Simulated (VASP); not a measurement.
NaOs:

```
Na Os
1.0
     1.70621    0.98508    5.13621
    -1.70621    0.98508    5.13621
     0.00000   -1.97016    5.13621
Na Os
1 1
Direct
  0.50000 0.50000 0.50000
  0.00000 0.00000 0.00000
```

The cell was generated, and may not be a known phase.

- Program: VASP 6.6.1
- Task: relaxation of cell and atoms
- Functional: PBE
- Potentials or basis: VASP PAW PBE potentials, release 64 (Na_pv, Os)
- Cutoff: 600 eV
- k mesh: 6 × 6 × 6
- Occupations: gaussian, width 0.1 eV
- Spin: no spin polarisation

At the start: pressure -17.3 GPa; volume 25.90 Å³/atom.

**Question.** Where does the relaxation end?

**Answer.** Over 8 steps the energy falls by 1408.1 meV/atom and the volume is 16.44 Å³/atom (-36.5 %); space group R-3m (No. 166, to 0.1 Å) before and after.

The path:
```tsv
step	energy change (eV)	largest force (eV/Å)	pressure (GPa)	volume (Å³)
1	0.0000	0.0000	-17.26	51.80
2	-2.6990	0.0000	-3.94	33.20
3	-2.7524	0.0000	4.01	31.50
4	-2.7504	0.0000	2.13	31.85
5	-2.8119	0.0000	1.33	32.78
6	-2.8151	0.0000	1.30	32.62
7	-2.8144	0.0000	-1.29	33.27
8	-2.8162	0.0000	-0.09	32.89
```

Final structure:
```cif
data_structure
_symmetry_space_group_name_H-M 'P 1'
_symmetry_Int_Tables_number 1
_cell_length_a 5.4697
_cell_length_b 5.4697
_cell_length_c 5.4697
_cell_angle_alpha 28.479
_cell_angle_beta 28.479
_cell_angle_gamma 28.479
_cell_volume 32.89
loop_
_atom_site_label
_atom_site_type_symbol
_atom_site_fract_x
_atom_site_fract_y
_atom_site_fract_z
_atom_site_occupancy
Na1 Na 0.50000 0.50000 0.50000 1
Os1 Os 0.00000 0.00000 0.00000 1
```

Caveat: the k points lie up to 0.45 Å⁻¹ apart in the final cell, too coarse for converged energies and pressures of a metal; the volume moved by over 15 % at a fixed basis, so the end points are rough.
